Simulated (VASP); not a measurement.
Write the native input for VASP 6.6.1 that does the following.

```
Task                   : single point
Functional             : revPBE
Potentials or basis    : VASP PAW PBE potentials, release 64 (V_sv)
Cutoff                 : 520 eV
k mesh                 : 16 × 16 × 16
Occupations            : fermi-dirac, width 0.1 eV
Spin                   : no spin polarisation
Dipole correction      : no
Further INCAR settings : ALGO = Normal; EDIFF = 1e-06; NBANDS = 12
```

The structure of V lies in POSCAR:

```
V
1.0
    0.0000000000      1.8402558748      1.8402558748
    1.8402558748      0.0000000000      1.8402558748
    1.8402558748      1.8402558748      0.0000000000
V
1
Direct
    0.0000000000      0.0000000000      0.0000000000
```

This cell differs from its parent crystal: volume scaled by 0.88.

One way to write it, as run:

INCAR

```
SYSTEM = V
  PREC = Accurate
  ENCUT = 520
  EDIFF = 1E-6
  ISMEAR = -1
  SIGMA = 0.1
  LREAL = .False.
  LASPH = .True.
  NELM = 100
  ALGO = Normal
  ISIF = 2
  LWAVE = .False.
  LCHARG = .True.
  GGA = RE
  LELF = .True.
  LVHAR = .True.
  NBANDS = 12
```

KPOINTS

```
Automatic mesh
0
Gamma
  16 16 16
  0 0 0
```

Potentials or basis: VASP PAW PBE potentials, release 64 (V_sv).

Launch:

```console
$ cat potpaw_PBE.64/V_sv/POTCAR > POTCAR
$ mpirun -np 1 vasp_std > vasp.out
```

Results of the run:

- Pressure: 27.7 GPa

Caveat: the PAW data sets were made with another functional, which shifts forces and pressure a little.

Run time: 18 s on 1 thread of Intel(R) Xeon(R) Platinum 8259CL CPU @ 2.50GHz (Skylake/Cascade Lake), on a shared host, peak memory 0.13 GiB.
